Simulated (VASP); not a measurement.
# Ag (C2/m) in VASP: single point with r2SCAN

Aim: the single point of Ag with r2SCAN.

Everything below comes from runs of VASP 6.6.1. Logs are shortened: lines on timing, memory, paths and dates and some standing lists are left out, and cuts for length are marked.

### Step 1. The cell of the first run

The structure is monoclinic, space group C2/m (No. 12). The conventional cell has a = 5.092 Å, b = 2.940 Å, c = 4.763 Å, α = 90.00°, β = 90.00°, γ = 90.00°. Ag (site symmetry m) has 1 Ag at 1.70 Å within 2.3 Å.

### Step 2. Single point, r2SCAN (shortest bond scaled by 0.58)

The input, POSCAR:

```
Ag
1.0
    2.9401015088      0.0000000000      0.0000000000
   -1.4700507544      2.5462025963      0.0000000000
    0.0000000000      0.0000000000      4.7629644442
Ag
2
Direct
    0.1933333333      0.5966666667      0.1450000000
    0.8066666667      0.4033333333      0.8550000000
```

The input, INCAR.step1:

```
PREC = Accurate ; ENCUT = 690
ISMEAR = -1 ; SIGMA = 0.05
LREAL = F ; LASPH = T
NELM = 120 ; NBANDS = 26
GGA = PE ; ALGO = Normal
EDIFF = 1E-5 ; LWAVE = T
LCHARG = F ; GGA_COMPAT = F
```

The input, INCAR.step2:

```
PREC = Accurate ; ENCUT = 690
EDIFF = 1E-6 ; ISMEAR = -1
SIGMA = 0.05 ; LREAL = F
LASPH = T ; NELM = 120
ALGO = Normal ; ISIF = 2
LWAVE = F ; LCHARG = F
METAGGA = R2SCAN ; LMIXTAU = T
NBANDS = 26 ; ISTART = 1
GGA_COMPAT = F
```

The input, KPOINTS:

```
Automatic mesh
0
Gamma
  12 12 6
```

Potentials or basis: VASP PAW PBE potentials, release 64 (Ag_sv_GW).

Launch:

```bash
$ cat potpaw_PBE.64/Ag_sv_GW/POTCAR > POTCAR
$ cp INCAR.step1 INCAR
$ mpirun -np 1 vasp_std > vasp.out
$ cp INCAR.step2 INCAR
$ mpirun -np 1 vasp_std > vasp.out
```

OUTCAR:

```text
PREC = Accurate
   ENCUT = 690
   EDIFF = 1E-6
   ISMEAR = -1
   LREAL = F
   LASPH = T
   NELM = 120
   ISIF = 2
   METAGGA = R2SCAN
   ISTART = 1

 ion  position               nearest neighbor table
   1  0.193  0.597  0.145-   2 1.70   2 2.55   2 2.55
   2  0.807  0.403  0.855-   1 1.70   1 2.55   1 2.55

  LATTYP: Found a hexagonal cell.
 ALAT       =     2.9401015088
 C/A-ratio  =     1.6200000000

  Lattice vectors:

 A1 = (   2.9401015088,   0.0000000000,   0.0000000000)
 A2 = (  -1.4700507544,   2.5462025963,   0.0000000000)
 A3 = (   0.0000000000,   0.0000000000,   4.7629644442)

Analysis of symmetry for initial positions (statically):
=====================================================================
 Subroutine PRICEL returns:
 Original cell was already a primitive cell.

 Routine SETGRP: Setting up the symmetry group for a
 hexagonal supercell.

 Subroutine GETGRP returns: Found  4 space group operations
 (whereof  4 operations were pure point group operations)
 out of a pool of 24 trial point group operations.

The static configuration has the point symmetry C_2h.

Analysis of symmetry for dynamics (positions and initial velocities):
=====================================================================
 Subroutine PRICEL returns:
 Original cell was already a primitive cell.

 Routine SETGRP: Setting up the symmetry group for a
 hexagonal supercell.

 Subroutine GETGRP returns: Found  4 space group operations
 (whereof  4 operations were pure point group operations)
 out of a pool of 24 trial point group operations.

The dynamic configuration has the point symmetry C_2h.

 Subroutine INISYM returns: Found  4 space group operations
 (whereof  4 operations are pure point group operations),
 and found     1 'primitive' translations

----------------------------------------------------------------------------------------

                                     Primitive cell

  volume of cell :      35.6560

  direct lattice vectors                    reciprocal lattice vectors
     2.940101509  0.000000000  0.000000000     0.340124311  0.196370863  0.000000000
    -1.470050754  2.546202596  0.000000000     0.000000000  0.392741725  0.000000000
     0.000000000  0.000000000  4.762964444     0.000000000  0.000000000  0.209953278

  length of vectors
     2.940101509  2.940101509  4.762964444     0.392741725  0.392741725  0.209953278

  position of ions in fractional coordinates (direct lattice)
     0.193333333  0.596666667  0.145000000
     0.806666667  0.403333333  0.855000000

  ion indices of the primitive-cell ions
   primitive index   ion index
                 1           1
                 2           2

----------------------------------------------------------------------------------------

 KPOINTS: Automatic mesh

Automatic generation of k-mesh.
 Grid dimensions read from file:
 generate k-points for:   12   12    6

 Generating k-lattice:

  Cartesian coordinates                     Fractional coordinates (reciprocal lattice)
     0.028343693  0.016364239  0.000000000     0.083333333  0.000000000  0.000000000
     0.000000000  0.032728477  0.000000000     0.000000000  0.083333333  0.000000000
     0.000000000  0.000000000  0.034992213     0.000000000  0.000000000  0.166666667

  Length of vectors
     0.032728477  0.032728477  0.034992213

  Shift w.r.t. Gamma in fractional coordinates (k-lattice)
     0.000000000  0.000000000  0.000000000

 Subroutine IBZKPT returns following result:
 ===========================================

 Found    242 irreducible k-points:

 Following reciprocal coordinates:
            Coordinates               Weight
  0.000000  0.000000  0.000000      1.000000
  0.083333  0.000000  0.000000      2.000000
  0.000000  0.083333  0.000000      4.000000
  0.166667  0.000000  0.000000      2.000000
  0.000000  0.166667  0.000000      4.000000
  0.250000  0.000000  0.000000      2.000000
[... 16 lines left out ...]
 -0.083333  0.416667  0.000000      4.000000
 -0.416667  0.333333  0.000000      4.000000
 [... further k-points ...]
   k-points           NKPTS =    242   k-points in BZ     NKDIM =    242   number of bands    NBANDS=     26
   number of dos      NEDOS =    301   number of ions     NIONS =      2
   total plane-waves  NPLWV =  32928
   dimension x,y,z NGX =    28 NGY =   28 NGZ =   42
   dimension x,y,z NGXF=    56 NGYF=   56 NGZF=   84
   ions per type =               2
   NGX,Y,Z   is equivalent  to a cutoff of  15.83, 15.83, 14.66 a.u.
   NGXF,Y,Z  is equivalent  to a cutoff of  31.66, 31.66, 29.32 a.u.
 SYSTEM =  unknown system
   PREC   = accura    normal or accurate (medium, high low for compatibility)
   ISTART =      1    job   : 0-new  1-cont  2-samecut
   ICHARG =      0    charge: 1-file 2-atom 10-const
   ISPIN  =      1    spin polarized calculation?
   LNONCOLLINEAR =      F non collinear calculations
   LSORBIT =      F    spin-orbit coupling
   LASPH  =      T    aspherical Exc in radial PAW
   ENCUT  =  690.0 eV  50.71 Ry    7.12 a.u.   6.30  6.30 10.20*2*pi/ulx,y,z
   NELM   =    120;   NELMIN=  2; NELMDL=  0     # of ELM steps
   EDIFF  = 0.1E-05   stopping-criterion for ELM
   LREAL  =      F    real-space projection
   EDIFFG = 0.1E-04   stopping-criterion for IOM
   NSW    =      0    number of steps for IOM
   IBRION =     -1    ionic relax: 0-MD 1-quasi-New 2-CG
   NFREE  =      0    steps in history (QN), initial steepest desc. (CG)
   ISIF   =      2    stress and relaxation
   ISYM   =      2    0-nonsym 1-usesym 2-fastsym
   POTIM  = 0.5000    time-step for ionic-motion
   TEBEG  =    0.0;   TEEND  =   0.0 temperature during run
   PSTRESS=    0.0 pullay stress
   NELECT =      38.0000    total number of electrons
   NUPDOWN=      -1.0000    fix difference up-down
   EMIN   =  10.00;   EMAX   =-10.00  energy-range for DOS
   EFERMI =   0.00;   METHOD = LEGACY
   ISMEAR =    -1;   SIGMA  =   0.05  broadening in eV -4-tet -1-fermi 0-gaus
   EFERMI_NEDOS =   21; number of points for ismear=-14 and -15
   IALGO  =     38    algorithm
   IMIX   =      4    mixing-type and parameters
     AMIX     =   0.40;   BMIX     =  1.00
     AMIX_MAG =   1.60;   BMIX_MAG =  1.00
  volume/ion in A,a.u.               =      17.83       120.31
  Fermi-wavevector in a.u.,A,eV,Ry     =   1.672214  3.160026 38.045961  2.796299
  Thomas-Fermi vector in A             =   2.757400
   LORBIT       =      0    0 simple, 1 ext, 2 COOP (PROOUT), +10 PAW based schemes
   METAGGA = R2SCAN    functional components
   LHFCALC =     F    Hartree Fock is set to
   AEXX    =    0.0000 exact exchange contribution
   IVDW    =     0    specifies the selected vdW correction
   LEPSILON=     F    determine dielectric tensor
   LRPA    =     F    only Hartree local field effects (RPA)
 non-spin polarized calculation
  energy-cutoff  :      690.00
  volume of cell :       35.66
 maximum number of plane-waves:      1484
 NGX is ok and might be reduce to    28
   NGX = 13   NGY = 13   NGZ = 21

 number of electron      38.0000001 magnetization

 Free energy of the ion-electron system (eV)
  ---------------------------------------------------
  ext. energy  EPLUGINS =         0.00000000
  ---------------------------------------------------
  free energy    TOTEN  =       -24.22180977 eV

  energy without entropy =      -24.21867407  energy(sigma->0) =      -24.22024192

 E-fermi :   7.0677     XC(G=0): -12.5319

 val. band max:        7.0581409413   @ k =   0.0833   0.0000   0.1667
 cond. band min:       7.0713134281   @ k =  -0.2500   0.2500   0.3333
 fundamental gap:      0.0131724868
 Fermi energy:         7.0676867696

 k-point     1 :       0.0000    0.0000    0.0000
  band No.  band energies     occupation
      1     -89.8437      2.00000
      2     -88.3170      2.00000
      3     -55.1432      2.00000
      4     -51.7361      2.00000
      5     -51.7301      2.00000
      6     -51.0881      2.00000
[... 18 lines left out ...]
     25      26.3131      0.00000
     26      27.6091      0.00000

 k-point     2 :       0.0833    0.0000    0.0000
  band No.  band energies     occupation
      1     -89.8408      2.00000
      2     -88.3188      2.00000
      3     -55.1466      2.00000
      4     -51.7549      2.00000
      5     -51.7452      2.00000
      6     -51.0723      2.00000
[... 18 lines left out ...]
     25      25.6418      0.00000
     26      27.2819      0.00000

 k-point     3 :       0.0000    0.0833    0.0000
  band No.  band energies     occupation
      1     -89.8419      2.00000
      2     -88.3176      2.00000
      3     -55.1444      2.00000
      4     -51.7541      2.00000
      5     -51.7342      2.00000
      6     -51.0805      2.00000
[... 18 lines left out ...]
     25      26.1744      0.00000
     26      27.2589      0.00000

 k-point     4 :       0.1667    0.0000    0.0000
  band No.  band energies     occupation
      1     -89.8330      2.00000
      2     -88.3235      2.00000
      3     -55.1562      2.00000
      4     -51.8170      2.00000
      5     -51.7693      2.00000
      6     -51.0345      2.00000
[... 18 lines left out ...]
     25      24.8932      0.00000
     26      25.8521      0.00000

 k-point     5 :       0.0000    0.1667    0.0000
  band No.  band energies     occupation
      1     -89.8370      2.00000
      2     -88.3192      2.00000
      3     -55.1480      2.00000
      4     -51.8071      2.00000
      5     -51.7386      2.00000
      6     -51.0654      2.00000
[... 18 lines left out ...]
     25      25.1648      0.00000
     26      26.0005      0.00000

 k-point     6 :       0.2500    0.0000    0.0000
  band No.  band energies     occupation
      1     -89.8221      2.00000
      2     -88.3301      2.00000
      3     -55.1693      2.00000
      4     -51.8927      2.00000
      5     -51.8009      2.00000
      6     -50.9919      2.00000
[... 427 lines left out ...]
 k-point    21 :      -0.3333    0.2500    0.0000
  band No.  band energies     occupation
      1     -89.8235      2.00000
      2     -88.3256      2.00000
      3     -55.1612      2.00000
      4     -51.9275      2.00000
      5     -51.7564      2.00000
      6     -51.0429      2.00000
[... 18 lines left out ...]
     25      22.2558      0.00000
     26      23.7259      0.00000

 k-point    22 :       0.3333    0.0833    0.0000
  band No.  band energies     occupation
      1     -89.8067      2.00000
      2     -88.3390      2.00000
      3     -55.1868      2.00000
      4     -51.9866      2.00000
      5     -51.8446      2.00000
      6     -50.9476      2.00000
[... 18 lines left out ...]
     25      20.4658      0.00000
     26      23.9180      0.00000

 k-point    23 :      -0.0833    0.4167    0.0000
  band No.  band energies     occupation
      1     -89.8212      2.00000
      2     -88.3237      2.00000
      3     -55.1583      2.00000
      4     -51.9437      2.00000
      5     -51.7739      2.00000
      6     -51.0520      2.00000
[... 18 lines left out ...]
     25      19.8529      0.00000
     26      22.5812      0.00000

 k-point    24 :      -0.4167    0.3333    0.0000
  band No.  band energies     occupation
      1     -89.8181      2.00000
      2     -88.3269      2.00000
      3     -55.1643      2.00000
      4     -51.9732      2.00000
      5     -51.7634      2.00000
      6     -51.0487      2.00000
[... 18 lines left out ...]
     25      20.0151      0.00000
     26      22.5653      0.00000

 [... further k-points ...]

------------------------ aborting loop because EDIFF is reached ----------------------------------------

  FORCE on cell =-STRESS in cart. coord.  units (eV):
  Direction    XX          YY          ZZ          XY          YZ          ZX
  --------------------------------------------------------------------------------------
  -------------------------------------------------------------------------------------
  Total       28.6154450     11.8241115     66.4617061     14.5417214     21.8878035     37.9107367
  in kB     1285.8149328    531.3081488   2986.4101105    653.4220423    983.5130848   1703.4923398
  external PRESSURE =    1601.1777307 kB  Pullay stress =       0.0000000 kB

 VOLUME and BASIS-vectors are now :
 -----------------------------------------------------------------------------
  energy-cutoff  :      690.00
  volume of cell :       35.66
      direct lattice vectors                 reciprocal lattice vectors
     2.940101509  0.000000000  0.000000000     0.340124311  0.196370863  0.000000000
    -1.470050754  2.546202596  0.000000000     0.000000000  0.392741725  0.000000000
     0.000000000  0.000000000  4.762964444     0.000000000  0.000000000  0.209953278

 POSITION                                       TOTAL-FORCE (eV/Angst)
 -----------------------------------------------------------------------------------
     -0.30871      1.51923      0.69063        27.470348     15.860013     49.257316
      1.77876      1.02697      4.07233       -27.470348    -15.860013    -49.257316
 -----------------------------------------------------------------------------------
    total drift:                                0.000000     -0.000000     -0.000000

  FREE ENERGIE OF THE ION-ELECTRON SYSTEM (eV)
  ---------------------------------------------------
  free  energy   TOTEN  =       -24.2218097724 eV

  energy  without entropy=      -24.2186740681  energy(sigma->0) =      -24.22024192
```

Run time: 9.7 min. Hardware: 1 thread of Intel Xeon 6975P-C (Granite Rapids), shared host; peak memory 0.44 GiB.

Results:

```yaml
Free_energy: -24.2218 eV
Pressure: 160.1 GPa
Largest_force: 58.587 eV/Å
Band_gap_on_the_k_mesh: zero (bands 19 and 20 overlap by 4.98 eV)
```

Forces in eV/Å, atoms in the order of the input:
```
Ag   27.470  15.860  49.257
Ag  -27.470 -15.860 -49.257
```

Stress tensor (GPa, compression positive):
```
128.58  65.34 170.35
 65.34  53.13  98.35
170.35  98.35 298.64
```

Caveat: the cell differs from its parent crystal (shortest bond scaled by 0.58); atoms lie so close that the PAW spheres overlap strongly, which falsifies energies and pressures; the stress differs along the axes, from 53 to 299 GPa; the PAW data sets were made with another functional, which shifts forces and pressure a little.
